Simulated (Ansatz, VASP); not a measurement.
Al5Cl2 in VASP and in Ansatz

```
CELL_PARAMETERS angstrom
5.54712 0.00000 0.00000
-2.77356 4.80394 0.00000
0.00000 0.00000 5.34362
ATOMIC_POSITIONS crystal
Al 0.00000 0.00000 0.00000
Al 0.00000 0.00000 0.50000
Al 0.50000 0.00000 0.50000
Al 0.00000 0.50000 0.50000
Al 0.50000 0.50000 0.50000
Cl 0.33333 0.66667 0.00000
Cl 0.66667 0.33333 0.00000
```

Alike in both runs: task relaxation of cell and atoms; functional PBE; k mesh 12 × 12 × 8; occupations gaussian, width 0.1 eV; no spin polarisation.

|  | VASP | Ansatz |
| --- | --- | --- |
| version | VASP 6.6.1 | Ansatz 0.2.0 |
| potentials or method | VASP PAW PBE potentials, release 64 (Al, Cl), cutoff 600 eV | scalar-relativistic, plane waves, PAW |
| valence electrons in the cell | 29 | 29 |

```tsv
	VASP	Ansatz	Ansatz less VASP
gap on the k mesh at the Fermi level, each at its own relaxed structure (eV)	none	none	-
relaxed volume (Å³/atom)	20.31	20.32	+0.003
relaxed cell length with the largest relative difference (Å)	5.344	5.345	+0.0008
```

A gap of «none» marks a metal or a gap that the smearing closes.
